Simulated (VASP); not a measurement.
Runs of VASP 6.6.1 on ScSi2. The structure is that of space group P6/mmm (No. 191), or close to it. The cells are those of the table. 

| task | level | U | cell | cutoff (eV) | gap on the mesh (eV) | pressure (GPa) | relaxed volume (Å³/atom) |
| --- | --- | --- | --- | --- | --- | --- | --- |
| single point | r2SCAN+U | Sc d U = 6.0 eV | a = 4.118, b = 4.118, c = 3.759 Å, angles 90.0, 90.0, 120.0°, 3 atoms | 520 | none | -1.5 | - |
| single point | r2SCAN+U | Sc d U = 5.0 eV | a = 4.089, b = 4.089, c = 3.745 Å, angles 90.0, 90.0, 120.0°, 3 atoms | 520 | none | -0.9 | - |
| single point | r2SCAN+U | Sc d U = 4.0 eV | a = 4.064, b = 4.064, c = 3.735 Å, angles 90.0, 90.0, 120.0°, 3 atoms | 520 | none | (a) | - |
| single point | r2SCAN+U | Sc d U = 3.0 eV | a = 4.045, b = 4.045, c = 3.712 Å, angles 90.0, 90.0, 120.0°, 3 atoms | 520 | none | -0.2 | - |
| relaxation of cell and atoms | r2SCAN | - | relaxed from a = 3.660, b = 3.660, c = 3.870 Å, angles 90.0, 90.0, 120.0°, 3 atoms | 600 | none | 0.0 | (b) |
| single point | r2SCAN+U | Sc d U = 8.0 eV | a = 4.171, b = 4.171, c = 3.810 Å, angles 90.0, 90.0, 120.0°, 3 atoms | 520 | none | -2.9 | - |
| relaxation of cell and atoms | r2SCAN+U | Sc d U = 3.0 eV | relaxed from a = 3.660, b = 3.660, c = 3.870 Å, angles 90.0, 90.0, 120.0°, 3 atoms | 600 | none | 0.0 | 17.51 |
| single point | r2SCAN | - | a = 4.003, b = 4.003, c = 3.633 Å, angles 90.0, 90.0, 120.0°, 3 atoms | 520 | none | 0.2 | - |

Alike in all rows: potentials or basis VASP PAW PBE potentials, release 64 (Sc_sv, Si); no spin polarisation; k mesh 8 × 8 × 7; smearing fermi-dirac 0.05 eV.

Question: Fill in the values left out.

Answer: (a) -0.6; (b) 16.86.

Caveats: the PAW data sets were made with another functional, which shifts forces and pressure a little; an odd number of electrons without spin polarisation forces a metal; a magnetic or distorted state may lie lower; U without spin polarisation on a metal has little footing (at least some runs); the U is typed as a test and isn't derived for this compound (at least some runs); the volume moved by over 15 % at a fixed basis, so the end points are rough (at least some runs).

A gap of «none» marks levels without a gap at the run's occupations.
